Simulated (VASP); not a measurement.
# TiCo (Pm-3m) in VASP: notebook

The runs below take TiCo through single point, with r2SCAN.

All numbers are computed with VASP 6.6.1; they aren't measurements. Logs are shortened: lines on timing, memory, paths and dates and some standing lists are left out, and cuts for length are marked.

## (1) The cell of the first run

Symmetry: Pm-3m, No. 221, cubic system. The conventional cell has a = 2.946 Å, b = 2.946 Å, c = 2.946 Å, α = 90.00°, β = 90.00°, γ = 90.00°. Within 3.4 Å of Co (site symmetry m-3m) lie 8 Ti at 2.55 Å and 6 Co at 2.95 Å. Ti (site symmetry m-3m) has 8 Co at 2.55 Å and 6 Ti at 2.95 Å within 3.4 Å.

## (2) Single point, r2SCAN, collinear spin, ferromagnetic start

The input, POSCAR:

```
TiCo
1.0
    2.9457531915      0.0000000000      0.0000000000
    0.0000000000      2.9457531915      0.0000000000
    0.0000000000      0.0000000000      2.9457531915
Co Ti
1 1
Direct
    0.5000000000      0.5000000000      0.5000000000
    0.0000000000      0.0000000000      0.0000000000
```

The input, INCAR.step1:

```
PREC = Accurate
ENCUT = 520
ISMEAR = -1
SIGMA = 0.05
LREAL = F
LASPH = T
NELM = 150
ISPIN = 2
MAGMOM = 2 1
LMAXMIX = 4
NBANDS = 22
GGA = PE
ALGO = Normal
EDIFF = 1E-4
LWAVE = T
LCHARG = F
```

The input, INCAR.step2:

```
PREC = Accurate
ENCUT = 520
EDIFF = 1E-6
ISMEAR = -1
SIGMA = 0.05
LREAL = F
LASPH = T
NELM = 150
ALGO = Normal
ISIF = 2
LWAVE = F
LCHARG = T
ISPIN = 2
MAGMOM = 2 1
LORBIT = 11
LMAXMIX = 4
METAGGA = R2SCAN
LMIXTAU = T
LELF = T
LVHAR = T
NBANDS = 22
ISTART = 1
```

The input, KPOINTS:

```
regular mesh
0
Gamma
  9 9 9
```

Potentials or basis: VASP PAW PBE potentials, release 64 (Co, Ti_sv).

Launch:

```sh
> cat potpaw_PBE.64/Co/POTCAR potpaw_PBE.64/Ti_sv/POTCAR > POTCAR
> cp INCAR.step1 INCAR
> mpirun -np 1 vasp_std > vasp.out
> cp INCAR.step2 INCAR
> mpirun -np 1 vasp_std > vasp.out
```

OUTCAR:

```text
PREC = Accurate
   ENCUT = 520
   EDIFF = 1E-6
   ISMEAR = -1
   LREAL = F
   LASPH = T
   NELM = 150
   ISIF = 2
   ISPIN = 2
   LORBIT = 11
   METAGGA = R2SCAN
   ISTART = 1

 ion  position               nearest neighbor table
   1  0.500  0.500  0.500-   2 2.55   2 2.55   2 2.55   2 2.55   2 2.55   2 2.55   2 2.55   2 2.55

   2  0.000  0.000  0.000-   1 2.55   1 2.55   1 2.55   1 2.55   1 2.55   1 2.55   1 2.55   1 2.55

  LATTYP: Found a simple cubic cell.
 ALAT       =     2.9457531915

  Lattice vectors:

 A1 = (   2.9457531915,   0.0000000000,   0.0000000000)
 A2 = (   0.0000000000,   2.9457531915,   0.0000000000)
 A3 = (   0.0000000000,   0.0000000000,   2.9457531915)

Analysis of symmetry for initial positions (statically):
=====================================================================
 Subroutine PRICEL returns:
 Original cell was already a primitive cell.

 Routine SETGRP: Setting up the symmetry group for a
 simple cubic supercell.

 Subroutine GETGRP returns: Found 48 space group operations
 (whereof 48 operations were pure point group operations)
 out of a pool of 48 trial point group operations.

The static configuration has the point symmetry O_h .

Analysis of symmetry for dynamics (positions and initial velocities):
=====================================================================
 Subroutine PRICEL returns:
 Original cell was already a primitive cell.

 Routine SETGRP: Setting up the symmetry group for a
 simple cubic supercell.

 Subroutine GETGRP returns: Found 48 space group operations
 (whereof 48 operations were pure point group operations)
 out of a pool of 48 trial point group operations.

The dynamic configuration has the point symmetry O_h .

Analysis of structural, dynamic, and magnetic symmetry:
=====================================================================
 Subroutine PRICEL returns:
 Original cell was already a primitive cell.

 Routine SETGRP: Setting up the symmetry group for a
 simple cubic supercell.

 Subroutine GETGRP returns: Found 48 space group operations
 (whereof 48 operations were pure point group operations)
 out of a pool of 48 trial point group operations.

[... 108 lines left out ...]
   POTIM  = 0.5000    time-step for ionic-motion
   TEBEG  =    0.0;   TEEND  =   0.0 temperature during run
   PSTRESS=    0.0 pullay stress
   NELECT =      21.0000    total number of electrons
   NUPDOWN=      -1.0000    fix difference up-down
   EMIN   =  10.00;   EMAX   =-10.00  energy-range for DOS
   EFERMI =   0.00;   METHOD = LEGACY
   ISMEAR =    -1;   SIGMA  =   0.05  broadening in eV -4-tet -1-fermi 0-gaus
   EFERMI_NEDOS =   21; number of points for ismear=-14 and -15
   IALGO  =     38    algorithm
   IMIX   =      4    mixing-type and parameters
     AMIX     =   0.40;   BMIX     =  1.00
     AMIX_MAG =   1.60;   BMIX_MAG =  1.00
  volume/ion in A,a.u.               =      12.78        86.25
  Fermi-wavevector in a.u.,A,eV,Ry     =   1.533269  2.897458 31.986107  2.350913
  Thomas-Fermi vector in A             =   2.640359
   LORBIT       =     11    0 simple, 1 ext, 2 COOP (PROOUT), +10 PAW based schemes
   METAGGA = R2SCAN    functional components
   LHFCALC =     F    Hartree Fock is set to
   AEXX    =    0.0000 exact exchange contribution
   IVDW    =     0    specifies the selected vdW correction
   LEPSILON=     F    determine dielectric tensor
   LRPA    =     F    only Hartree local field effects (RPA)
 spin polarized calculation
  energy-cutoff  :      520.00
  volume of cell :       25.56
 maximum number of plane-waves:       711
 NGX is ok and might be reduce to    24
   NGX = 11   NGY = 11   NGZ = 11

 number of electron      21.0000001 magnetization       0.8655692

 Free energy of the ion-electron system (eV)
  ---------------------------------------------------
  ext. energy  EPLUGINS =         0.00000000
  ---------------------------------------------------
  free energy    TOTEN  =       -26.99347615 eV

  energy without entropy =      -26.97941961  energy(sigma->0) =      -26.98644788

 E-fermi :  10.4530     XC(G=0): -13.8838

 val. band max:       10.4358712773   @ k =   0.3333   0.1111   0.0000
 cond. band min:      10.4606582872   @ k =   0.3333   0.1111   0.1111
 fundamental gap:      0.0247870098
 Fermi energy:        10.4529981200

 spin component 1

 k-point     1 :       0.0000    0.0000    0.0000
  band No.  band energies     occupation
      1     -48.8392      1.00000
      2     -23.8824      1.00000
      3     -23.8824      1.00000
      4     -23.8824      1.00000
      5       2.3442      1.00000
      6       5.5629      1.00000
[... 589 lines left out ...]
     21      28.4292      0.00000
     22      31.7994      0.00000

 [... further k-points ...]

 spin component 2

 k-point     1 :       0.0000    0.0000    0.0000
  band No.  band energies     occupation
      1     -49.0735      1.00000
      2     -24.1044      1.00000
      3     -24.1044      1.00000
      4     -24.1044      1.00000
      5       1.9168      1.00000
      6       6.7665      1.00000
[... 589 lines left out ...]
     21      28.5062      0.00000
     22      31.7701      0.00000

 [... further k-points ...]
[... 5 lines left out ...]
  --------------------------------------------------------------------------------------
  -------------------------------------------------------------------------------------
  Total        1.2330340      1.2330340      1.2330340      0.0000000      0.0000000     -0.0000000
  in kB       77.2852405     77.2852405     77.2852405      0.0000000      0.0000000     -0.0000000
  external PRESSURE =      77.2852405 kB  Pullay stress =       0.0000000 kB

 VOLUME and BASIS-vectors are now :
 -----------------------------------------------------------------------------
  energy-cutoff  :      520.00
  volume of cell :       25.56
      direct lattice vectors                 reciprocal lattice vectors
     2.945753192  0.000000000  0.000000000     0.339471753  0.000000000  0.000000000
     0.000000000  2.945753192  0.000000000     0.000000000  0.339471753  0.000000000
     0.000000000  0.000000000  2.945753192     0.000000000  0.000000000  0.339471753

 POSITION                                       TOTAL-FORCE (eV/Angst)
 -----------------------------------------------------------------------------------
      1.47288      1.47288      1.47288         0.000000      0.000000      0.000000
      0.00000      0.00000      0.00000         0.000000      0.000000      0.000000
 -----------------------------------------------------------------------------------
    total drift:                                0.000000      0.000000     -0.000000

  FREE ENERGIE OF THE ION-ELECTRON SYSTEM (eV)
  ---------------------------------------------------
  free  energy   TOTEN  =       -26.9934761497 eV

  energy  without entropy=      -26.9794196130  energy(sigma->0) =      -26.98644788

 total charge

# of ion       s       p       d       tot
------------------------------------------
    1        0.574   0.550   7.273   8.397
    2        2.253   6.211   1.844  10.308
--------------------------------------------------
tot          2.827   6.761   9.117  18.705

 magnetization (x)

# of ion       s       p       d       tot
------------------------------------------
    1        0.041  -0.035   1.275   1.281
    2       -0.007  -0.040  -0.185  -0.232
--------------------------------------------------
tot          0.034  -0.075   1.090   1.049
```

OUTCAR.step1:

```text
PREC = Accurate
   ENCUT = 520
   ISMEAR = -1
   LREAL = F
   LASPH = T
   NELM = 150
[... 1441 lines left out ...]
 -----------------------------------------------------------------------------------
      1.47288      1.47288      1.47288         0.000000      0.000000      0.000000
      0.00000      0.00000      0.00000         0.000000      0.000000      0.000000
 -----------------------------------------------------------------------------------
    total drift:                                0.000000      0.000000     -0.000000

  FREE ENERGIE OF THE ION-ELECTRON SYSTEM (eV)
  ---------------------------------------------------
  free  energy   TOTEN  =       -15.6678531057 eV

  energy  without entropy=      -15.6509207451  energy(sigma->0) =      -15.65938693
```

Wall time 50 s (1 thread of Intel Xeon 6975P-C (Granite Rapids), shared host); peak memory 0.17 GiB.

Results:

* Free energy: -26.9935 eV
* Pressure: 7.7 GPa
* Net moment: 0.87 μB per cell
* Site moments: Co +1.28; Ti -0.23 μB
* Valence electrons inside the program's atomic spheres: Co 8.40; Ti 10.31

Caveat: the PAW data sets were made with another functional, which shifts forces and pressure a little.

## (3) Single point, r2SCAN, collinear spin, ferromagnetic start

This run uses another cell than the first one, of 13.05 Å³/atom, 1.021 times its volume.

The input, POSCAR:

```
TiCo
1.0
    2.9660693728      0.0000000000      0.0000000000
    0.0000000000      2.9660693728      0.0000000000
    0.0000000000      0.0000000000      2.9660693728
Co Ti
1 1
Direct
    0.5000000000      0.5000000000      0.5000000000
    0.0000000000      0.0000000000      0.0000000000
```

The input, INCAR.step1:

```
SYSTEM = TiCo
ALGO = Normal
EDIFF = 1E-4
ENCUT = 520
GGA = PE
ISMEAR = -1
ISPIN = 2
LASPH = .TRUE.
LCHARG = .FALSE.
LMAXMIX = 4
LREAL = .FALSE.
LWAVE = .TRUE.
MAGMOM = 2 1
NBANDS = 22
NELM = 150
PREC = Accurate
SIGMA = 0.05
```

The input, INCAR.step2:

```
SYSTEM = TiCo
ALGO = Normal
EDIFF = 1E-6
ENCUT = 520
ISIF = 2
ISMEAR = -1
ISPIN = 2
ISTART = 1
LASPH = .TRUE.
LCHARG = .FALSE.
LMAXMIX = 4
LMIXTAU = .TRUE.
LORBIT = 11
LREAL = .FALSE.
LWAVE = .FALSE.
MAGMOM = 2 1
METAGGA = R2SCAN
NBANDS = 22
NELM = 150
PREC = Accurate
SIGMA = 0.05
```

The input, KPOINTS:

```
k-points
0
G
  9 9 9
  0 0 0
```

Potentials or basis: VASP PAW PBE potentials, release 64 (Co, Ti_sv).

Launch:

```sh
> cat potpaw_PBE.64/Co/POTCAR potpaw_PBE.64/Ti_sv/POTCAR > POTCAR
> cp INCAR.step1 INCAR
> mpirun -np 1 vasp_std > vasp.out
> cp INCAR.step2 INCAR
> mpirun -np 1 vasp_std > vasp.out
```

It took 50 s on 1 thread of Intel Xeon 6975P-C (Granite Rapids), shared host; peak memory 0.17 GiB.

The run converged. Its results:

```yaml
Free_energy: -27.0131 eV
Pressure: 4.0 GPa
Net_moment: 0.87 μB per cell
Site_moments: Co +1.32; Ti -0.26 μB
Valence_electrons_inside_the_program's_atomic_spheres: Co 8.36; Ti 10.28
```

Levels at points of the mesh, in eV from the Fermi level:
Spin up:
| k point | band 9 | band 10 | band 11 | band 12 | band 13 | band 14 |
| --- | --- | --- | --- | --- | --- | --- |
| (0.00, 0.00, 0.00) | -2.37 | -2.37 | 0.57 | 0.57 | 2.97 | 2.97 |
Spin down:
| k point | band 7 | band 8 | band 9 | band 10 | band 11 | band 12 | band 13 | band 14 |
| --- | --- | --- | --- | --- | --- | --- | --- | --- |
| (0.00, 0.00, 0.00) | -3.55 | -1.48 | -1.48 | -1.48 | 1.58 | 1.58 | 2.97 | 2.97 |

Caveat: the PAW data sets were made with another functional, which shifts forces and pressure a little.
